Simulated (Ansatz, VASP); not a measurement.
## Two plane-wave programs on LiCl

```
CELL_PARAMETERS angstrom
0.00000 2.56476 2.43652
2.56476 0.00000 2.43652
2.56476 2.56476 0.00000
ATOMIC_POSITIONS crystal
Li 0.00000 0.00000 0.00000
Cl 0.50000 0.50000 0.50000
```

Change from the starting cell: strain +0.000 along x and y, -0.050 along z, atoms carried along.

Alike in both runs: task single point; functional LDA; k mesh 8 × 8 × 8; occupations gaussian, width 0.05 eV; no spin polarisation.

```csv
,VASP,Ansatz
version,VASP 6.6.1,Ansatz 0.2.0
potentials or method,"VASP PAW LDA potentials, release 64 (Li_sv, Cl), cutoff 520 eV","scalar-relativistic, plane waves, PAW"
valence electrons in the cell,10,10
```

```tsv
	VASP	Ansatz	Ansatz less VASP
gap on the k mesh at the Fermi level (eV)	6.26	6.24	-0.020
least direct gap on the mesh (eV)	6.26	6.24	-0.020
```

LDA's correlation is that of Perdew and Zunger in VASP and of Perdew and Wang (1992) in Ansatz.

Noted on VASP's run: the cutoff is short for stress, so the pressure is rough.
